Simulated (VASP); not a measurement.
Runs of VASP 6.6.1 on HfO2. The structure is that of space group I4/mmm (No. 139), or close to it. The cells are those of the table. 

```csv
cell,gap on the mesh (eV),pressure (GPa)
"a = 3.617, b = 3.898, c = 3.898 Å, angles 55.3, 62.4, 62.4°, 3 atoms",1.58,-28.3
"a = 3.617, b = 3.550, c = 3.550 Å, angles 61.3, 59.4, 59.4°, 3 atoms",3.40,3.5
"a = 3.617, b = 3.755, c = 3.755 Å, angles 57.6, 61.2, 61.2°, 3 atoms",2.77,-19.7
"a = 3.617, b = 3.357, c = 3.357 Å, angles 65.2, 57.4, 57.4°, 3 atoms",1.31,48.2
"a = 3.617, b = 3.826, c = 3.826 Å, angles 56.4, 61.8, 61.8°, 3 atoms",2.18,(a)
"a = 3.617, b = 3.419, c = 3.419 Å, angles 63.9, 58.1, 58.1°, 3 atoms",2.17,(b)
"a = 3.617, b = 3.484, c = 3.484 Å, angles 62.5, 58.7, 58.7°, 3 atoms",2.86,15.2
"a = 3.617, b = 3.861, c = 3.861 Å, angles 55.9, 62.1, 62.1°, 3 atoms",1.88,-26.6
```

Alike in all rows: task single point; level PBE; potentials or basis VASP PAW PBE potentials, release 64 (Hf_pv, O); no spin polarisation; k mesh 8 × 8 × 8; cutoff (eV) 520; smearing gaussian 0.05 eV.

Task: Estimate the missing entries.

Result: (a) -24.6; (b) 29.9.

Caveats: spin-orbit coupling is left out, which moves the levels of the heavy elements.

A k mesh can miss the band edges, and the runs leave out spin-orbit coupling on Hf.
